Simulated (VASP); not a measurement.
Set up this calculation in VASP 6.6.1, as the native input.

```
Task                   : single point
Functional             : PBEsol
Potentials or basis    : VASP PAW PBE potentials, release 64 (Ir)
Cutoff                 : 520 eV
k mesh                 : 22 × 22 × 22
Occupations            : gaussian, width 0.15 eV
Spin                   : no spin polarisation
Dipole correction      : no
Further INCAR settings : ALGO = Normal; EDIFF = 1e-07; NBANDS = 10
```

The structure of Ir lies in POSCAR:

```
Ir
1.0
    0.0000000000      1.9676925000      2.0156850000
    1.9676925000      0.0000000000      2.0156850000
    1.9676925000      1.9676925000      0.0000000000
Ir
1
Direct
    0.0000000000      0.0000000000      0.0000000000
```

This cell differs from its parent crystal: strain +0.025 along x and y, +0.050 along z.

These files were run (other wordings do the same):

INCAR

```
SYSTEM = Ir
PREC = Accurate ; ENCUT = 520
EDIFF = 1E-7 ; ISMEAR = 0
SIGMA = 0.15 ; LREAL = .FALSE.
LASPH = .TRUE. ; NELM = 60
ALGO = Normal ; ISIF = 2
LWAVE = .FALSE. ; LCHARG = .TRUE.
GGA = PS ; LELF = .TRUE.
LVHAR = .TRUE. ; NBANDS = 10
```

KPOINTS

```
regular mesh
0
G
  22 22 22
  0 0 0
```

Potentials or basis: VASP PAW PBE potentials, release 64 (Ir).

Run with:

```console
$ cat potpaw_PBE.64/Ir/POTCAR > POTCAR
$ mpirun -np 1 vasp_std > vasp.out
```

Results of the run:

```yaml
Pressure: -30.5 GPa
```

Caveat: the cell differs from its parent crystal (strain +0.025 along x and y, +0.050 along z); the PAW data sets were made with another functional, which shifts forces and pressure a little.

Run time: 35 s on 1 thread of Intel(R) Xeon(R) 6975P-C (Granite Rapids), on a shared host, peak memory 0.26 GiB.
